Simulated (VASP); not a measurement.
## Si: single point with LDA

The system is Si.

```
Si
1.0
     0.00000    2.70097    2.70097
     2.70097    0.00000    2.70097
     2.70097    2.70097    0.00000
Si
2
Direct
  0.75000 0.75000 0.75000
  0.50000 0.50000 0.50000
```

```yaml
Program: VASP 6.6.1
Task: single point
Functional: LDA
Potentials_or_basis: VASP PAW LDA potentials, release 64 (Si)
Cutoff: 500 eV
k_mesh: 8 × 8 × 8
Occupations: gaussian, width 0.02 eV
Spin: no spin polarisation
```

```json
{"Pressure": "0.1 GPa", "Band gap on the k mesh": "0.49 eV, indirect (least direct gap 2.53 eV)"}
```

Levels at points of the mesh, in eV from the valence-band top:
| k point | band 1 | band 2 | band 3 | band 4 | band 5 | band 6 | band 7 | band 8 |
| --- | --- | --- | --- | --- | --- | --- | --- | --- |
| (0.00, 0.00, 0.00) | -12.07 | 0.00 | 0.00 | 0.00 | 2.53 | 2.53 | 2.53 | 3.39 |
| (0.50, 0.00, 0.00) | -9.69 | -7.07 | -1.21 | -1.21 | 1.49 | 3.28 | 3.28 | 7.54 |
| (0.50, 0.50, 0.00) | -7.87 | -7.87 | -2.90 | -2.90 | 0.57 | 0.57 | 10.11 | 10.11 |

Wall time 15 s on 1 thread of Intel Xeon 8259CL (shared host), peak memory 0.13 GiB.

A k mesh can miss the band edges. LDA gaps usually lie below the measured ones, often by a third to a half.
